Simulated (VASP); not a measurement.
## Zn: single point with PBEsol

Zn:

```xyz
2
Lattice="2.6248 0.0000 0.0000 -1.3124 2.2732 0.0000 0.0000 0.0000 4.8725" Properties=species:S:1:pos:R:3 pbc="T T T"
Zn    0.0000    1.5154    1.2181
Zn    1.3124    0.7577    3.6544
```

This cell differs from its parent crystal: strain -0.015 along x and y, -0.015 along z.

* Program: VASP 6.6.1
* Task: single point
* Functional: PBEsol
* Potentials or basis: VASP PAW PBE potentials, release 64 (Zn)
* Cutoff: 520 eV
* k mesh: 24 × 24 × 10
* Occupations: gaussian, width 0.15 eV
* Spin: no spin polarisation
* Dipole correction: no
* Further INCAR settings: ALGO = Fast; EDIFF = 1e-07; NBANDS = 19

```yaml
Pressure: -1.7 GPa
Band_gap_on_the_k_mesh: zero (bands 12 and 13 overlap by 4.45 eV)
```

Stress tensor (GPa, compression positive):
```
-2.23  0.00  0.00
 0.00 -2.23  0.00
 0.00  0.00 -0.61
```

Levels at points of the mesh, in eV from the Fermi level:
```csv
k point,band 9,band 10,band 11,band 12,band 13,band 14,band 15,band 16
"(0.00, 0.00, 0.00)",-7.36,-7.14,-7.14,-3.89,-3.01,14.02,17.71,17.99
"(0.50, 0.00, 0.00)",-6.94,-6.92,-3.00,-2.20,2.72,3.57,4.36,5.80
"(0.00, 0.00, 0.50)",-7.23,-7.23,-7.23,-7.23,4.72,4.72,19.34,19.34
"(0.50, 0.00, 0.50)",-6.93,-6.93,-2.02,-2.02,0.21,0.21,10.41,10.41
```

Wall time 2.2 min on 1 thread of Intel(R) Xeon(R) Platinum 8488C (Sapphire Rapids), with other jobs on the host, peak memory 0.27 GiB.

Caveat: the cell differs from its parent crystal (strain -0.015 along x and y, -0.015 along z); the PAW data sets were made with another functional, which shifts forces and pressure a little.
